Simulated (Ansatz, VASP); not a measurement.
**Bi: VASP beside Ansatz**

```
CELL_PARAMETERS angstrom
2.27300 1.31232 3.95400
-2.27300 1.31232 3.95400
0.00000 -2.62463 3.95400
ATOMIC_POSITIONS crystal
Bi 0.23389 0.23389 0.23389
Bi 0.76611 0.76611 0.76611
```

Alike in both runs: task electric field gradients; functional LDA; k mesh 11 × 11 × 11; occupations fermi-dirac, width 0.03 eV; no spin polarisation.

```csv
,VASP,Ansatz
version,VASP 6.6.1,Ansatz 0.2.0
potentials or method,"VASP PAW LDA potentials, release 64 (Bi_d)","PAW with Ansatz's default frozen-core files, scalar-relativistic"
plane-wave cutoff (eV),520,420
valence electrons in the cell,30,30
```

Ansatz gave:

| Item | Value |
| --- | --- |
| pressure (GPa) | -1.8 |
| traceless stress, the component that is largest in VASP (GPa) | 0.12 |
| rms of the force components (eV/Å) | 0.022 |
| size of Vzz on the site where it differs most (V/Å²) | 32.6 |

Which values does VASP return?

Pressure (GPa): -1.8; traceless stress, the component that is largest in VASP (GPa): 0.10; rms of the force components (eV/Å): 0.035; size of Vzz on the site where it differs most (V/Å²): 31.4.

LDA's correlation is that of Perdew and Zunger in VASP and of Perdew and Wang (1992) in Ansatz. Atom by atom the forces differ by 0.013 eV/Å (rms over components).

Neither program's run includes spin-orbit coupling.
